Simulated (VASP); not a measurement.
Input of a VASP 6.6.1 run:

INCAR

```
PREC = Accurate ; ENCUT = 520
EDIFF = 1E-6 ; ISMEAR = -1
SIGMA = 0.02 ; LREAL = F
LASPH = T ; NELM = 150
ALGO = Normal ; ISIF = 2
LWAVE = F ; LCHARG = T
ISPIN = 2 ; MAGMOM = 1 1 1 1 1 1 1 1 1 1 1 1
LORBIT = 11 ; GGA = PE
IVDW = 12 ; LELF = T
LVHAR = T ; NBANDS = 52
```

File KPOINTS:

```
Automatic mesh
0
Gamma
  1 1 1
```

POSCAR

```
O
1.0
    6.0876040000      0.0000000000      0.0000000000
    0.0000000000      6.0876040000      0.0000000000
    0.0000000000      0.0000000000      6.0876040000
O
12
Direct
    0.3147905908      0.2297324111      0.4251954106
    0.3165144069      0.1798635842      0.2306511821
    0.7609610522      0.4047590728      0.2129046275
    0.6463016637      0.5383546006      0.1169434971
    0.7864688868      0.2673994543      0.7089388881
    0.9345395194      0.1592016877      0.7891227050
    0.5898209002      0.8089520080      0.7074630442
    0.4945411261      0.7051244427      0.5653375973
    0.1925098135      0.7547280314      0.9807021737
    0.1224871366      0.5920312833      0.8872650031
    1.0051388238      0.8022106165      0.4228778131
    0.8897425800      0.9348629074      0.3275985583
```

Potentials or basis: VASP PAW PBE potentials, release 64 (O).

Launch:

```bash
$ cat potpaw_PBE.64/O/POTCAR > POTCAR
$ mpirun -np 1 vasp_gam > vasp.out
```

Estimate the largest force.

1.138 eV/Å.

What does it give for the dispersion energy per atom?

-0.042 eV.

Estimate the net moment.

12.00 μB per cell.

Forces in eV/Å, atoms in the order of the input:
```
O   -0.016  0.211  0.775
O    0.012 -0.204 -0.771
O    0.500 -0.571  0.411
O   -0.501  0.574 -0.414
O   -0.785  0.576 -0.432
O    0.782 -0.578  0.431
O    0.506  0.541  0.745
O   -0.509 -0.544 -0.755
O    0.344  0.808  0.458
O   -0.344 -0.811 -0.452
O    0.663 -0.748  0.543
O   -0.652  0.747 -0.541
```

Caveat: the k points lie up to 1.03 Å⁻¹ apart; the standard files for N, O and F lose accuracy on very short bonds.
